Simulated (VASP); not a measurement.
A run of VASP 6.6.1 is set up as follows.

Contents of INCAR:

```
SYSTEM = FeO
PREC     = Accurate       ! precision mode
ENCUT    = 600            ! plane-wave cutoff, eV
EDIFF    = 1E-6           ! SCF threshold, eV
ISMEAR   = -1             ! smearing method
SIGMA    = 0.05           ! smearing width, eV
LREAL    = .FALSE.        ! projectors in reciprocal space
LASPH    = .TRUE.         ! aspherical terms in the spheres
NELM     = 200            ! most SCF steps
ALGO     = Normal         ! electronic algorithm
ISIF     = 2              ! what is computed and relaxed
LWAVE    = .FALSE.        ! write WAVECAR
LCHARG   = .TRUE.         ! write CHGCAR
ISPIN    = 2              ! spin polarisation
MAGMOM   = 3 0            ! initial moments
LORBIT   = 11             ! projections on sites
LMAXMIX  = 4              ! l up to which the mixer works
GGA      = PE             ! functional
LELF     = .TRUE.         ! ELF
LVHAR    = .TRUE.       
NBANDS   = 22             ! bands
GGA_COMPAT= .FALSE.
```

KPOINTS

```
Automatic mesh
0
G
  11 11 11
  0 0 0
```

POSCAR

```
FeO
1.0
    0.0000000000      2.1837639411      2.1837639411
    2.1837639411      0.0000000000      2.1837639411
    2.1837639411      2.1837639411      0.0000000000
Fe O
1 1
Direct
    0.0000000000      0.0000000000      0.0000000000
    0.5000000000      0.5000000000      0.5000000000
```

Potentials or basis: VASP PAW PBE potentials, release 64 (Fe_sv, O).

Command:

```sh
$ cat potpaw_PBE.64/Fe_sv/POTCAR potpaw_PBE.64/O/POTCAR > POTCAR
$ mpirun -np 1 vasp_std > vasp.out
```

Task: Estimate the band gap on the k mesh.

Result: Zero (filled and empty bands overlap).

Task: Predict the net moment.

Result: 4.00 μB per cell.

Caveat: a cell with one magnetic atom can't hold antiferromagnetic order, which such compounds often take; semilocal functionals often make such compounds metallic where correlation or magnetic order opens a gap, which also shifts bond lengths. With open d or f shells a metallic result of PBE can be an artefact of self-interaction; +U or a hybrid may open a gap.
